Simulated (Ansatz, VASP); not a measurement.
## Ga in VASP and in Ansatz

INCAR

```
ALGO = Normal
EDIFF = 1E-8
ENCUT = 520
GGA = PE
ISIF = 2
ISMEAR = -1
LASPH = T
LCHARG = F
LEFG = T
LREAL = F
LWAVE = F
NBANDS = 12
NELM = 60
PREC = Accurate
SIGMA = 0.05
```

Contents of KPOINTS:

```
k-points
0
Gamma
  14 14 16
```

The input POSCAR:

```
Ga
1.0
   -1.4403300000      1.3957500000      2.2290000000
    1.3957500000     -1.4403300000      2.2290000000
    1.4122500000      1.4122500000     -2.2570800000
Ga
1
Direct
    0.0000000000      0.0000000000      0.0000000000
```

Input for Ansatz:

```yaml
crystal:
  lattice:
    - [-1.44033, 1.39575, 2.229]
    - [1.39575, -1.44033, 2.229]
    - [1.41225, 1.41225, -2.25708]
  atoms:
    - { symbol: Ga, position: [0.0, 0.0, 0.0] }
kpoints:
  mp_grid: { grid: [14, 14, 16] }
scf:
  occupations: { method: fermi_dirac, width: 0.05 }
hamiltonian:
  xc: pbe
  pseudopotentials: { kind: all_electron, datasets: crystal }
output:
  forces: true
  stress: true
  eigenvalues: true
  efg: { contact_densities: true }
```

Change from the starting cell: equal xy, yz and zx shear strains of -2 %, crystal datasets.

Alike in both runs: task electric field gradients; functional PBE; k mesh 14 × 14 × 16; occupations fermi-dirac, width 0.05 eV; no spin polarisation.

|  | VASP | Ansatz |
| --- | --- | --- |
| version | VASP 6.6.1 | Ansatz 0.2.0 |
| potentials or method | VASP PAW PBE potentials, release 64 (Ga_d), cutoff 520 eV | all-electron PAW with datasets made for the crystal, scalar-relativistic |

```tsv
	VASP	Ansatz	Ansatz less VASP
pressure (GPa)	4.5	4.4	-0.09
traceless stress, the component that is largest in VASP (GPa)	-0.58	-0.56	+0.023
size of Vzz on the site where it differs most (V/Å²)	20.5	21.8	+1.38
```

Ansatz ran all-electron here, and VASP with PAW potentials.
